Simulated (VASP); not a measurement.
Write the native input for VASP 6.6.1 that does the following.

```yaml
Task: single point
Functional: PBE
Potentials_or_basis: VASP PAW PBE potentials, release 64 (Mg, O)
Cutoff: 520 eV
k_mesh: 15 × 15 × 15
Occupations: fermi-dirac, width 0.08 eV
Spin: no spin polarisation
Dipole_correction: no
Further_INCAR_settings: ALGO = Normal; EDIFF = 1e-07; NBANDS = 11
```

The structure of MgO (CsCl type) lies in POSCAR:

```
MgO
1.0
    2.2922093608      0.0000000000      0.0000000000
    0.0000000000      2.2922093608      0.0000000000
    0.0000000000      0.0000000000      2.2922093608
Mg O
1 1
Direct
    0.0000000000      0.0000000000      0.0000000000
    0.5000000000      0.5000000000      0.5000000000
```

This cell differs from its parent crystal: volume scaled by 0.64.

One way to write it, as run:

INCAR

```
PREC     = Accurate       # precision mode
ENCUT    = 520            # plane-wave cutoff, eV
EDIFF    = 1E-7           # SCF threshold, eV
ISMEAR   = -1             # smearing method
SIGMA    = 0.08           # smearing width, eV
LREAL    = False          # projectors in reciprocal space
LASPH    = True           # aspherical terms in the spheres
NELM     = 60             # most SCF steps
ALGO     = Normal         # electronic algorithm
ISIF     = 2              # what is computed and relaxed
LWAVE    = False          # write WAVECAR
LCHARG   = False          # write CHGCAR
GGA      = PE             # functional
NBANDS   = 11             # bands
```

KPOINTS

```
regular mesh
0
Gamma
  15 15 15
```

Potentials or basis: VASP PAW PBE potentials, release 64 (Mg, O).

Command:

```bash
$ cat potpaw_PBE.64/Mg/POTCAR potpaw_PBE.64/O/POTCAR > POTCAR
$ mpirun -np 1 vasp_std > vasp.out
```

Results of the run:

The pressure is 154.5 GPa and the band gap on the k mesh is 6.69 eV, direct.

Wall time 17 s on 1 thread of AMD EPYC 7R13, with other jobs on the host, peak memory 0.13 GiB.
